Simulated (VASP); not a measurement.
A run of VASP 6.6.1 is set up as follows.

The input POSCAR:

```
BAs
1.0
    2.9570103300      0.0000000000      0.0000000000
    0.0000000000      2.9570103300      0.0000000000
    0.0000000000      0.0000000000      2.9570103300
B As
1 1
Direct
    0.5000000000      0.5000000000      0.5000000000
    0.0000000000      0.0000000000      0.0000000000
```

Contents of INCAR.step1:

```
PREC = Accurate
ENCUT = 520
EDIFF = 1E-5
ISMEAR = -1
SIGMA = 0.05
LREAL = F
LASPH = T
NELM = 100
ALGO = Normal
ISIF = 2
LWAVE = T
NBANDS = 11
GGA = PE
```

Contents of INCAR.step2:

```
PREC = Accurate
ENCUT = 520
EDIFF = 1E-6
ISMEAR = -1
SIGMA = 0.05
LREAL = F
LASPH = T
NELM = 100
ALGO = Normal
ISIF = 2
LWAVE = F
LCHARG = T
GGA = PE
LHFCALC = T
AEXX = 0.25
HFSCREEN = 0.4
PRECFOCK = Normal
LELF = T
LVHAR = T
NBANDS = 11
ISTART = 1
```

KPOINTS

```
regular mesh
0
Gamma
  5 5 5
```

Potentials or basis: VASP PAW PBE potentials, release 64 (B, As).

Run with:

```console
$ cat potpaw_PBE.64/B/POTCAR potpaw_PBE.64/As/POTCAR > POTCAR
$ cp INCAR.step1 INCAR
$ mpirun -np 1 vasp_std > vasp.out
$ cp INCAR.step2 INCAR
$ mpirun -np 1 vasp_std > vasp.out
```

Q: What does it give for the pressure?

A: -8.1 GPa.

Q: Estimate the band gap on the k mesh.

A: Zero (bands 4 and 5 overlap by 3.89 eV).

Caveat: the k points lie up to 0.42 Å⁻¹ apart, too coarse for converged energies and pressures of a metal; the PAW data sets were made with another functional, which shifts forces and pressure a little.
